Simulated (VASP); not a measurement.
# Sb (R-3m) in VASP: single point with PBEsol

Aim: the single point of Sb with PBEsol.

Program: VASP 6.6.1. These are calculated values, not measurements. Logs are shortened: lines on timing, memory, paths and dates and some standing lists are left out, and cuts for length are marked.

## Step 1: The cell of the first run

It takes space group R-3m (No. 166, trigonal). Conventional cell: a = 4.301 Å, b = 4.301 Å, c = 11.232 Å, α = 90.00°, β = 90.00°, γ = 120.00°. Sb (site symmetry 3m) has 6 Sb at 2.90 to 3.34 Å within 3.8 Å.

## Step 2: Single point, PBEsol

File INCAR:

```
SYSTEM = Sb
PREC = Accurate
ENCUT = 500
EDIFF = 1E-6
ISMEAR = 0
SIGMA = 0.1
LREAL = Auto
LASPH = .True.
NELM = 120
ALGO = Normal
ISIF = 2
LWAVE = .False.
LCHARG = .True.
GGA = PS
LELF = .True.
LVHAR = .True.
ISYM = -1
NBANDS = 54
GGA_COMPAT = .False.
```

File KPOINTS:

```
explicit points
4
Reciprocal
  0.25000000   0.25000000   0.25000000 2
  0.25000000   0.25000000   0.75000000 2
  0.25000000   0.75000000   0.25000000 2
  0.25000000   0.75000000   0.75000000 2
```

File POSCAR:

```
Sb
1.0
    8.6024013279      0.0000000000      0.0000000000
    4.3012006639      7.4498980835      0.0000000000
    4.3012006639      2.4832993612      7.4880000000
Sb
16
Direct
    0.8831800000      0.8831800000      0.3504600000
    0.3831800000      0.8831800000      0.3504600000
    0.8831800000      0.3831800000      0.3504600000
    0.8831800000      0.8831800000      0.8504600000
    0.3831800000      0.3831800000      0.3504600000
    0.3831800000      0.8831800000      0.8504600000
    0.8831800000      0.3831800000      0.8504600000
    0.3831800000      0.3831800000      0.8504600000
    0.6168200000      0.6168200000      0.1495400000
    0.1168200000      0.6168200000      0.1495400000
    0.6168200000      0.1168200000      0.1495400000
    0.6168200000      0.6168200000      0.6495400000
    0.1168200000      0.1168200000      0.1495400000
    0.1168200000      0.6168200000      0.6495400000
    0.6168200000      0.1168200000      0.6495400000
    0.1168200000      0.1168200000      0.6495400000
```

Potentials or basis: VASP PAW PBE potentials, release 64 (Sb).

Started as:

```console
$ cat potpaw_PBE.64/Sb/POTCAR > POTCAR
$ mpirun -np 1 vasp_std > vasp.out
```

OUTCAR:

```text
SYSTEM = Sb
   PREC = Accurate
   ENCUT = 500
   EDIFF = 1E-6
   ISMEAR = 0
   LREAL = Auto
   LASPH = .True.
   NELM = 120
   ISIF = 2
   GGA = PS
   ISYM = -1

 ion  position               nearest neighbor table
   1  0.883  0.883  0.350-  13 2.90  11 2.90  10 2.90  14 3.34  12 3.34  15 3.34
   2  0.383  0.883  0.350-  11 2.90  13 2.90   9 2.90  12 3.34  14 3.34  16 3.34
   3  0.883  0.383  0.350-  10 2.90   9 2.90  13 2.90  16 3.34  15 3.34  12 3.34
   4  0.883  0.883  0.850-  16 2.90  15 2.90  14 2.90  10 3.34   9 3.34  11 3.34
   5  0.383  0.383  0.350-   9 2.90  10 2.90  11 2.90  15 3.34  16 3.34  14 3.34
   6  0.383  0.883  0.850-  15 2.90  16 2.90  12 2.90   9 3.34  10 3.34  13 3.34
[... 8 lines left out ...]
  15  0.617  0.117  0.650-   6 2.90   4 2.90   8 2.90   5 3.34   3 3.34   1 3.34
  16  0.117  0.117  0.650-   4 2.90   6 2.90   7 2.90   3 3.34   5 3.34   2 3.34

IMPORTANT INFORMATION: All symmetrisations will be switched off!
NOSYMM: (Re-)initialisation of all symmetry stuff for point group C_1.

----------------------------------------------------------------------------------------

                                     Primitive cell

  volume of cell :     479.8836

  direct lattice vectors                    reciprocal lattice vectors
     8.602401328  0.000000000  0.000000000     0.116246611 -0.067115012 -0.044515670
     4.301200664  7.449898083  0.000000000     0.000000000  0.134230024 -0.044515670
     4.301200664  2.483299361  7.488000000     0.000000000  0.000000000  0.133547009

  length of vectors
     8.602401328  8.602401328  8.985390747     0.141419038  0.141419038  0.133547009

  position of ions in fractional coordinates (direct lattice)
     0.883180000  0.883180000  0.350460000
     0.383180000  0.883180000  0.350460000
     0.883180000  0.383180000  0.350460000
     0.883180000  0.883180000  0.850460000
     0.383180000  0.383180000  0.350460000
     0.383180000  0.883180000  0.850460000
[... 8 lines left out ...]
     0.616820000  0.116820000  0.649540000
     0.116820000  0.116820000  0.649540000

  ion indices of the primitive-cell ions
   primitive index   ion index
                 1           1
                 2           2
                 3           3
                 4           4
                 5           5
                 6           6
[... 8 lines left out ...]
                15          15
                16          16

----------------------------------------------------------------------------------------

 KPOINTS: explicit points

Read explicit list of k-points.

 Found      4 k-points:

 Following reciprocal coordinates:
            Coordinates               Weight
  0.250000  0.250000  0.250000      0.250000
  0.250000  0.250000  0.750000      0.250000
  0.250000  0.750000  0.250000      0.250000
  0.250000  0.750000  0.750000      0.250000
   k-points           NKPTS =      4   k-points in BZ     NKDIM =      4   number of bands    NBANDS=     54
   number of dos      NEDOS =    301   number of ions     NIONS =     16
   total plane-waves  NPLWV = 286720
   dimension x,y,z NGX =    64 NGY =   64 NGZ =   70
   dimension x,y,z NGXF=   128 NGYF=  128 NGZF=  140
   ions per type =              16
   NGX,Y,Z   is equivalent  to a cutoff of  12.37, 12.37, 12.95 a.u.
   NGXF,Y,Z  is equivalent  to a cutoff of  24.74, 24.74, 25.90 a.u.
 SYSTEM =  Sb
   PREC   = accura    normal or accurate (medium, high low for compatibility)
   ISTART =      0    job   : 0-new  1-cont  2-samecut
   ICHARG =      2    charge: 1-file 2-atom 10-const
   ISPIN  =      1    spin polarized calculation?
   LNONCOLLINEAR =      F non collinear calculations
   LSORBIT =      F    spin-orbit coupling
   LASPH  =      T    aspherical Exc in radial PAW
   ENCUT  =  500.0 eV  36.75 Ry    6.06 a.u.  15.68 15.68 16.38*2*pi/ulx,y,z
   NELM   =    120;   NELMIN=  2; NELMDL= -5     # of ELM steps
   EDIFF  = 0.1E-05   stopping-criterion for ELM
   LREAL  =      T    real-space projection
   EDIFFG = 0.1E-04   stopping-criterion for IOM
   NSW    =      0    number of steps for IOM
   IBRION =     -1    ionic relax: 0-MD 1-quasi-New 2-CG
   NFREE  =      0    steps in history (QN), initial steepest desc. (CG)
   ISIF   =      2    stress and relaxation
   ISYM   =     -1    0-nonsym 1-usesym 2-fastsym
   POTIM  = 0.5000    time-step for ionic-motion
   TEBEG  =    0.0;   TEEND  =   0.0 temperature during run
   PSTRESS=    0.0 pullay stress
   NELECT =      80.0000    total number of electrons
   NUPDOWN=      -1.0000    fix difference up-down
   EMIN   =  10.00;   EMAX   =-10.00  energy-range for DOS
   EFERMI =   0.00;   METHOD = LEGACY
   ISMEAR =     0;   SIGMA  =   0.10  broadening in eV -4-tet -1-fermi 0-gaus
   EFERMI_NEDOS =   21; number of points for ismear=-14 and -15
   IALGO  =     38    algorithm
   IMIX   =      4    mixing-type and parameters
     AMIX     =   0.40;   BMIX     =  1.00
     AMIX_MAG =   1.60;   BMIX_MAG =  1.00
  volume/ion in A,a.u.               =      29.99       202.40
  Fermi-wavevector in a.u.,A,eV,Ry     =   0.901003  1.702649 11.045295  0.811806
  Thomas-Fermi vector in A             =   2.024030
   LORBIT       =      0    0 simple, 1 ext, 2 COOP (PROOUT), +10 PAW based schemes
   GGA     = PS    functional components
   LHFCALC =     F    Hartree Fock is set to
   AEXX    =    0.0000 exact exchange contribution
   IVDW    =     0    specifies the selected vdW correction
   LEPSILON=     F    determine dielectric tensor
   LRPA    =     F    only Hartree local field effects (RPA)
 non-spin polarized calculation
 Gauss-broadening in eV      SIGMA  =   0.10
  energy-cutoff  :      500.00
  volume of cell :      479.88
 maximum number of plane-waves:     12192
 NGX is ok and might be reduce to    64
   NGX = 31   NGY = 31   NGZ = 33

 number of electron      79.9999995 magnetization

 Free energy of the ion-electron system (eV)
  ---------------------------------------------------
  ext. energy  EPLUGINS =         0.00000000
  ---------------------------------------------------
  free energy    TOTEN  =       -72.86052345 eV

  energy without entropy =      -72.85548979  energy(sigma->0) =      -72.85800662

 E-fermi :   7.3984     XC(G=0):  -9.6945

 val. band max:        7.2648817922   @ k =   0.2500   0.2500   0.7500
 cond. band min:       7.5526925301   @ k =   0.2500   0.7500   0.7500
 fundamental gap:      0.2878107379
 Fermi energy:         7.3983934664

 k-point     1 :       0.2500    0.2500    0.2500
  band No.  band energies     occupation
      1      -5.3949      2.00000
      2      -4.0393      2.00000
      3      -3.9331      2.00000
      4      -3.3580      2.00000
      5      -3.2906      2.00000
      6      -3.2906      2.00000
[... 44 lines left out ...]
     51       9.1872      0.00000
     52       9.2564      0.00000

 k-point     2 :       0.2500    0.2500    0.7500
  band No.  band energies     occupation
      1      -5.0252      2.00000
      2      -4.6738      2.00000
      3      -4.0903      2.00000
      4      -3.6229      2.00000
      5      -3.6229      2.00000
      6      -3.1890      2.00000
[... 44 lines left out ...]
     51       9.6118      0.00000
     52       9.6210      0.00000

 k-point     3 :       0.2500    0.7500    0.2500
  band No.  band energies     occupation
      1      -4.9604      2.00000
      2      -4.4676      2.00000
      3      -4.1487      2.00000
      4      -3.9899      2.00000
      5      -3.8000      2.00000
      6      -3.2216      2.00000
[... 44 lines left out ...]
     51       9.5881      0.00000
     52       9.9852      0.00000

 k-point     4 :       0.2500    0.7500    0.7500
  band No.  band energies     occupation
      1      -4.9604      2.00000
      2      -4.4676      2.00000
      3      -4.1487      2.00000
      4      -3.9899      2.00000
      5      -3.8000      2.00000
      6      -3.2216      2.00000
[... 44 lines left out ...]
     51       9.5881      0.00000
     52       9.9849      0.00000
 [bands above 52 left out]

------------------------ aborting loop because EDIFF is reached ----------------------------------------

  FORCE on cell =-STRESS in cart. coord.  units (eV):
  Direction    XX          YY          ZZ          XY          YZ          ZX
  --------------------------------------------------------------------------------------
  -------------------------------------------------------------------------------------
  Total        1.3529632      2.8838894      0.7541867     -1.3258104     -0.5766020     -0.9986983
  in kB        4.5171103      9.6283821      2.5179877     -4.4264558     -1.9250891     -3.3343334
  external PRESSURE =       5.5544934 kB  Pullay stress =       0.0000000 kB

 VOLUME and BASIS-vectors are now :
 -----------------------------------------------------------------------------
  energy-cutoff  :      500.00
  volume of cell :      479.88
      direct lattice vectors                 reciprocal lattice vectors
     8.602401328  0.000000000  0.000000000     0.116246611 -0.067115012 -0.044515670
     4.301200664  7.449898083  0.000000000     0.000000000  0.134230024 -0.044515670
     4.301200664  2.483299361  7.488000000     0.000000000  0.000000000  0.133547009

 POSITION                                       TOTAL-FORCE (eV/Angst)
 -----------------------------------------------------------------------------------
     12.90360      7.44990      2.62424        -0.132884     -0.076720      0.278480
      8.60240      7.44990      2.62424        -0.132888     -0.076721      0.278476
     10.75300      3.72495      2.62424        -0.132885     -0.076721      0.278478
     15.05420      8.69155      6.36824        -0.132887     -0.076723      0.278479
      6.45180      3.72495      2.62424        -0.132885     -0.076723      0.278477
     10.75300      8.69155      6.36824        -0.132883     -0.076724      0.278476
[... 8 lines left out ...]
      8.60240      2.48330      4.86376         0.132886      0.076722     -0.278477
      4.30120      2.48330      4.86376         0.132884      0.076721     -0.278480
 -----------------------------------------------------------------------------------
    total drift:                                0.000001     -0.000000      0.000002

  FREE ENERGIE OF THE ION-ELECTRON SYSTEM (eV)
  ---------------------------------------------------
  free  energy   TOTEN  =       -72.8605234485 eV

  energy  without entropy=      -72.8554897904  energy(sigma->0) =      -72.85800662
```

Run time: 1.8 min. Hardware: 1 thread of Intel Xeon 6975P-C (Granite Rapids), shared host; peak memory 0.57 GiB.

Results:

- Free energy: -72.8605 eV
- Pressure: 0.6 GPa
- Largest force: 0.318 eV/Å

Forces on the atoms (eV/Å):
```
Sb  -0.133 -0.077  0.278
Sb  -0.133 -0.077  0.278
Sb  -0.133 -0.077  0.278
Sb  -0.133 -0.077  0.278
Sb  -0.133 -0.077  0.278
Sb  -0.133 -0.077  0.278
Sb  -0.133 -0.077  0.278
Sb  -0.133 -0.077  0.278
Sb   0.133  0.077 -0.278
Sb   0.133  0.077 -0.278
Sb   0.133  0.077 -0.278
Sb   0.133  0.077 -0.278
Sb   0.133  0.077 -0.278
Sb   0.133  0.077 -0.278
Sb   0.133  0.077 -0.278
Sb   0.133  0.077 -0.278
```

Levels at points of the mesh, in eV from the Fermi level:
```csv
k point,band 36,band 37,band 38,band 39,band 40,band 41,band 42,band 43,band 44,band 45
"(0.25, 0.25, 0.25)",-1.69,-1.67,-1.67,-1.21,-0.87,0.24,0.33,0.57,0.74,0.74
```

Caveat: the PAW data sets were made with another functional, which shifts forces and pressure a little; spin-orbit coupling is left out, which moves the levels of the heavy elements.
